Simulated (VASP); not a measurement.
# Sn3Ir (P6_3/mmc) in VASP: further runs

Runs on Sn3Ir. Level: PBE. Tasks: single point.

Everything below comes from runs of VASP 6.6.1. Logs are shortened: lines on timing, memory, paths and dates and some standing lists are left out, and cuts for length are marked.

### Step 1. The cell of the first run

It takes space group P6_3/mmc (No. 194, hexagonal). The conventional cell has a = 6.418 Å, b = 6.418 Å, c = 5.151 Å, α = 90.00°, β = 90.00°, γ = 120.00°. Sn (site symmetry mm2) has 4 Ir at 3.17 to 3.21 Å and 8 Sn at 3.17 to 3.22 Å within 4.2 Å. Within 4.2 Å of Ir (site symmetry -6m2) lie 12 Sn at 3.17 to 3.21 Å.

### Step 2. Single point, PBE

Input file INCAR:

```
PREC = Accurate
ENCUT = 520
EDIFF = 1E-7
ISMEAR = 0
SIGMA = 0.1
LREAL = F
LASPH = T
NELM = 60
ALGO = Fast
ISIF = 2
LWAVE = F
LCHARG = F
GGA = PE
NBANDS = 61
```

Input file KPOINTS:

```
Automatic mesh
0
Gamma
  3 3 4
```

Input file POSCAR:

```
Sn3Ir
1.0
    6.4178104457      0.0000000000      0.0000000000
   -3.2089052229      5.5579868827      0.0000000000
    0.0000000000      0.0000000000      5.1512831015
Sn Ir
6 2
Direct
    0.8330000000      0.6660000000      0.2500000000
    0.1670000000      0.8330000000      0.7500000000
    0.3340000000      0.1670000000      0.2500000000
    0.1670000000      0.3340000000      0.7500000000
    0.8330000000      0.1670000000      0.2500000000
    0.6660000000      0.8330000000      0.7500000000
    0.3333333333      0.6666666667      0.2500000000
    0.6666666667      0.3333333333      0.7500000000
```

Potentials or basis: VASP PAW PBE potentials, release 64 (Sn_d, Ir).

Command:

```
cat potpaw_PBE.64/Sn_d/POTCAR potpaw_PBE.64/Ir/POTCAR > POTCAR
mpirun -np 1 vasp_std > vasp.out
```

OUTCAR:

```text
PREC = Accurate
   ENCUT = 520
   EDIFF = 1E-7
   ISMEAR = 0
   LREAL = F
   LASPH = T
   NELM = 60
   ISIF = 2
   GGA = PE

 ion  position               nearest neighbor table
   1  0.833  0.666  0.250-   8 3.17   8 3.17   2 3.17   2 3.17   6 3.17   6 3.17   3 3.20   5 3.20
                             7 3.21   7 3.21   3 3.22   5 3.22
   2  0.167  0.833  0.750-   7 3.17   7 3.17   1 3.17   1 3.17   3 3.17   3 3.17   6 3.20   4 3.20
                             8 3.21   8 3.21   6 3.22   4 3.22
   3  0.334  0.167  0.250-   8 3.17   8 3.17   4 3.17   4 3.17   2 3.17   2 3.17   5 3.20   1 3.20
                             7 3.21   7 3.21   5 3.22   1 3.22
   4  0.167  0.334  0.750-   7 3.17   7 3.17   5 3.17   5 3.17   3 3.17   3 3.17   6 3.20   2 3.20
                             8 3.21   8 3.21   6 3.22   2 3.22
   5  0.833  0.167  0.250-   8 3.17   8 3.17   4 3.17   4 3.17   6 3.17   6 3.17   3 3.20   1 3.20
                             7 3.21   7 3.21   3 3.22   1 3.22
   6  0.666  0.833  0.750-   7 3.17   7 3.17   1 3.17   1 3.17   5 3.17   5 3.17   2 3.20   4 3.20
                             8 3.21   8 3.21   2 3.22   4 3.22
   7  0.333  0.667  0.250-   2 3.17   2 3.17   6 3.17   6 3.17   4 3.17   4 3.17   1 3.21   3 3.21
                             5 3.21   5 3.21   1 3.21   3 3.21
   8  0.667  0.333  0.750-   5 3.17   5 3.17   3 3.17   3 3.17   1 3.17   1 3.17   4 3.21   6 3.21
                             2 3.21   2 3.21   4 3.21   6 3.21

  LATTYP: Found a hexagonal cell.
 ALAT       =     6.4178104457
 C/A-ratio  =     0.8026542923

  Lattice vectors:

 A1 = (   6.4178104457,   0.0000000000,   0.0000000000)
 A2 = (  -3.2089052229,   5.5579868827,   0.0000000000)
 A3 = (   0.0000000000,   0.0000000000,   5.1512831015)

Analysis of symmetry for initial positions (statically):
=====================================================================
 Subroutine PRICEL returns:
 Original cell was already a primitive cell.

 Routine SETGRP: Setting up the symmetry group for a
 hexagonal supercell.

 Subroutine GETGRP returns: Found 24 space group operations
 (whereof 12 operations were pure point group operations)
 out of a pool of 24 trial point group operations.

The static configuration has the point symmetry D_3d.
 The point group associated with its full space group is D_6h.

Analysis of symmetry for dynamics (positions and initial velocities):
=====================================================================
 Subroutine PRICEL returns:
 Original cell was already a primitive cell.

 Routine SETGRP: Setting up the symmetry group for a
 hexagonal supercell.

 Subroutine GETGRP returns: Found 24 space group operations
 (whereof 12 operations were pure point group operations)
 out of a pool of 24 trial point group operations.

The dynamic configuration has the point symmetry D_3d.
 The point group associated with its full space group is D_6h.

 Subroutine INISYM returns: Found 24 space group operations
 (whereof 12 operations are pure point group operations),
 and found     1 'primitive' translations

----------------------------------------------------------------------------------------

                                     Primitive cell

  volume of cell :     183.7468

  direct lattice vectors                    reciprocal lattice vectors
     6.417810446  0.000000000  0.000000000     0.155816381  0.089960630  0.000000000
    -3.208905223  5.557986883  0.000000000     0.000000000  0.179921259  0.000000000
     0.000000000  0.000000000  5.151283101     0.000000000  0.000000000  0.194126391

  length of vectors
     6.417810446  6.417810446  5.151283101     0.179921259  0.179921259  0.194126391

  position of ions in fractional coordinates (direct lattice)
     0.833000000  0.666000000  0.250000000
     0.167000000  0.833000000  0.750000000
     0.334000000  0.167000000  0.250000000
     0.167000000  0.334000000  0.750000000
     0.833000000  0.167000000  0.250000000
     0.666000000  0.833000000  0.750000000
     0.333333333  0.666666667  0.250000000
     0.666666667  0.333333333  0.750000000

  ion indices of the primitive-cell ions
   primitive index   ion index
                 1           1
                 2           2
                 3           3
                 4           4
                 5           5
                 6           6
                 7           7
                 8           8

----------------------------------------------------------------------------------------

 KPOINTS: Automatic mesh

Automatic generation of k-mesh.
 Grid dimensions read from file:
 generate k-points for:    3    3    4

 Generating k-lattice:

  Cartesian coordinates                     Fractional coordinates (reciprocal lattice)
     0.051938794  0.029986877  0.000000000     0.333333333 -0.000000000  0.000000000
     0.000000000  0.059973753  0.000000000     0.000000000  0.333333333  0.000000000
     0.000000000  0.000000000  0.048531598     0.000000000  0.000000000  0.250000000

  Length of vectors
     0.059973753  0.059973753  0.048531598

  Shift w.r.t. Gamma in fractional coordinates (k-lattice)
     0.000000000  0.000000000  0.000000000

 Subroutine IBZKPT returns following result:
 ===========================================

 Found      9 irreducible k-points:

 Following reciprocal coordinates:
            Coordinates               Weight
  0.000000  0.000000  0.000000      1.000000
  0.333333 -0.000000  0.000000      6.000000
  0.333333  0.333333  0.000000      2.000000
  0.000000  0.000000  0.250000      2.000000
  0.333333 -0.000000  0.250000     12.000000
  0.333333  0.333333  0.250000      4.000000
  0.000000  0.000000  0.500000      1.000000
  0.333333 -0.000000  0.500000      6.000000
  0.333333  0.333333  0.500000      2.000000
   k-points           NKPTS =      9   k-points in BZ     NKDIM =      9   number of bands    NBANDS=     61
   number of dos      NEDOS =    301   number of ions     NIONS =      8
   total plane-waves  NPLWV =  92160
   dimension x,y,z NGX =    48 NGY =   48 NGZ =   40
   dimension x,y,z NGXF=    96 NGYF=   96 NGZF=   80
   ions per type =               6   2
   NGX,Y,Z   is equivalent  to a cutoff of  12.43, 12.43, 12.91 a.u.
   NGXF,Y,Z  is equivalent  to a cutoff of  24.87, 24.87, 25.82 a.u.
 SYSTEM =  unknown system
   PREC   = accura    normal or accurate (medium, high low for compatibility)
   ISTART =      0    job   : 0-new  1-cont  2-samecut
   ICHARG =      2    charge: 1-file 2-atom 10-const
   ISPIN  =      1    spin polarized calculation?
   LNONCOLLINEAR =      F non collinear calculations
   LSORBIT =      F    spin-orbit coupling
   LASPH  =      T    aspherical Exc in radial PAW
   ENCUT  =  520.0 eV  38.22 Ry    6.18 a.u.  11.93 11.93  9.58*2*pi/ulx,y,z
   NELM   =     60;   NELMIN=  2; NELMDL= -5     # of ELM steps
   EDIFF  = 0.1E-06   stopping-criterion for ELM
   LREAL  =      F    real-space projection
   EDIFFG = 0.1E-05   stopping-criterion for IOM
   NSW    =      0    number of steps for IOM
   IBRION =     -1    ionic relax: 0-MD 1-quasi-New 2-CG
   NFREE  =      0    steps in history (QN), initial steepest desc. (CG)
   ISIF   =      2    stress and relaxation
   ISYM   =      2    0-nonsym 1-usesym 2-fastsym
   POTIM  = 0.5000    time-step for ionic-motion
   TEBEG  =    0.0;   TEEND  =   0.0 temperature during run
   PSTRESS=    0.0 pullay stress
   NELECT =     102.0000    total number of electrons
   NUPDOWN=      -1.0000    fix difference up-down
   EMIN   =  10.00;   EMAX   =-10.00  energy-range for DOS
   EFERMI =   0.00;   METHOD = LEGACY
   ISMEAR =     0;   SIGMA  =   0.10  broadening in eV -4-tet -1-fermi 0-gaus
   EFERMI_NEDOS =   21; number of points for ismear=-14 and -15
   IALGO  =     68    algorithm
   IMIX   =      4    mixing-type and parameters
     AMIX     =   0.40;   BMIX     =  1.00
     AMIX_MAG =   1.60;   BMIX_MAG =  1.00
  volume/ion in A,a.u.               =      22.97       155.00
  Fermi-wavevector in a.u.,A,eV,Ry     =   1.345452  2.542536 24.629833  1.810242
  Thomas-Fermi vector in A             =   2.473364
   LORBIT       =      0    0 simple, 1 ext, 2 COOP (PROOUT), +10 PAW based schemes
   GGA     = PE    functional components
   LHFCALC =     F    Hartree Fock is set to
   AEXX    =    0.0000 exact exchange contribution
   IVDW    =     0    specifies the selected vdW correction
   LEPSILON=     F    determine dielectric tensor
   LRPA    =     F    only Hartree local field effects (RPA)
 non-spin polarized calculation
 RMM-DIIS sequential band-by-band and
 Gauss-broadening in eV      SIGMA  =   0.10
  energy-cutoff  :      520.00
  volume of cell :      183.75
 maximum number of plane-waves:      4977
 NGX is ok and might be reduce to    48
   NGX = 23   NGY = 23   NGZ = 19

 number of electron     101.9999962 magnetization

 Free energy of the ion-electron system (eV)
  ---------------------------------------------------
  ext. energy  EPLUGINS =         0.00000000
  ---------------------------------------------------
  free energy    TOTEN  =       -38.11255328 eV

  energy without entropy =      -38.08741367  energy(sigma->0) =      -38.09998348

 E-fermi :   8.4522     XC(G=0): -11.1723

 val. band max:        8.3964709164   @ k =   0.3333  -0.0000   0.0000
 cond. band min:       8.5018455827   @ k =   0.3333  -0.0000   0.0000
 fundamental gap:      0.1053746664
 Fermi energy:         8.4521711223

 k-point     1 :       0.0000    0.0000    0.0000
  band No.  band energies     occupation
      1     -13.0410      2.00000
      2     -13.0092      2.00000
      3     -13.0092      2.00000
      4     -12.9954      2.00000
      5     -12.9580      2.00000
      6     -12.9330      2.00000
[... 53 lines left out ...]
     60      11.8707      0.00000
     61      13.0024      0.00000

 k-point     2 :       0.3333   -0.0000    0.0000
  band No.  band energies     occupation
      1     -13.0123      2.00000
      2     -12.9770      2.00000
      3     -12.9711      2.00000
      4     -12.9513      2.00000
      5     -12.9499      2.00000
      6     -12.9457      2.00000
[... 446 lines left out ...]
      5     -12.9281      2.00000
      6     -12.9281      2.00000
[... 53 lines left out ...]
     60      12.1245      0.00000
     61      12.7725      0.00000

------------------------ aborting loop because EDIFF is reached ----------------------------------------

  FORCE on cell =-STRESS in cart. coord.  units (eV):
  Direction    XX          YY          ZZ          XY          YZ          ZX
  --------------------------------------------------------------------------------------
  -------------------------------------------------------------------------------------
  Total       -1.2811956     -1.2811956     -4.3432773      0.0000000      0.0000000      0.0000000
  in kB      -11.1713641    -11.1713641    -37.8711347      0.0000000      0.0000000      0.0000000
  external PRESSURE =     -20.0712876 kB  Pullay stress =       0.0000000 kB

 VOLUME and BASIS-vectors are now :
 -----------------------------------------------------------------------------
  energy-cutoff  :      520.00
  volume of cell :      183.75
      direct lattice vectors                 reciprocal lattice vectors
     6.417810446  0.000000000  0.000000000     0.155816381  0.089960630  0.000000000
    -3.208905223  5.557986883  0.000000000     0.000000000  0.179921259  0.000000000
     0.000000000  0.000000000  5.151283101     0.000000000  0.000000000  0.194126391

 POSITION                                       TOTAL-FORCE (eV/Angst)
 -----------------------------------------------------------------------------------
      3.20891      3.70162      1.28782         0.000000     -1.095908      0.000000
     -1.60124      4.62980      3.86346         0.949084     -0.547954     -0.000000
      1.60766      0.92818      1.28782         0.949084      0.547954     -0.000000
     -0.00000      1.85637      3.86346        -0.000000      1.095908     -0.000000
      4.81015      0.92818      1.28782        -0.949084      0.547954      0.000000
      1.60124      4.62980      3.86346        -0.949084     -0.547954      0.000000
     -0.00000      3.70532      1.28782        -0.000000      0.000000      0.000000
      3.20891      1.85266      3.86346        -0.000000      0.000000      0.000000
 -----------------------------------------------------------------------------------
    total drift:                                0.000000     -0.000000      0.000000

  FREE ENERGIE OF THE ION-ELECTRON SYSTEM (eV)
  ---------------------------------------------------
  free  energy   TOTEN  =       -38.1125532849 eV

  energy  without entropy=      -38.0874136746  energy(sigma->0) =      -38.09998348
```

Wall time 2.1 min (1 thread of Intel Xeon Platinum 8124M at 3.00GHz (Skylake/Cascade Lake), shared host); peak memory 0.33 GiB.

Results:

```yaml
Free_energy: -38.1126 eV
Pressure: -2.0 GPa
Largest_force: 1.096 eV/Å
Band_gap_on_the_k_mesh: zero (bands 51 and 52 overlap by 1.10 eV)
```

Forces on the atoms (eV/Å):
```
Sn   0.000 -1.096  0.000
Sn   0.949 -0.548  0.000
Sn   0.949  0.548  0.000
Sn   0.000  1.096  0.000
Sn  -0.949  0.548  0.000
Sn  -0.949 -0.548  0.000
Ir   0.000  0.000  0.000
Ir   0.000  0.000  0.000
```

Stress tensor (GPa, compression positive):
```
-1.12  0.00  0.00
 0.00 -1.12  0.00
 0.00  0.00 -3.79
```

Levels at points of the mesh, in eV from the Fermi level:
```tsv
k point	band 47	band 48	band 49	band 50	band 51	band 52	band 53	band 54	band 55	band 56
(0.00, 0.00, 0.00)	-0.61	-0.61	-0.50	-0.33	-0.33	0.35	0.35	1.10	1.10	1.38
(0.00, 0.00, 0.50)	-0.87	-0.87	-0.83	-0.83	-0.12	-0.12	-0.12	-0.12	3.74	3.74
```

Caveat: the k points lie up to 0.38 Å⁻¹ apart, too coarse for converged energies and pressures of a metal; spin-orbit coupling is left out, which moves the levels of the heavy elements; forces of over 1 eV/Å act on the atoms, so gaps and moduli don't describe the material at rest.

(Part 1 of 2 ends here.)

The gap in the log of VASP goes by the Fermi energy; the results here count the filled bands.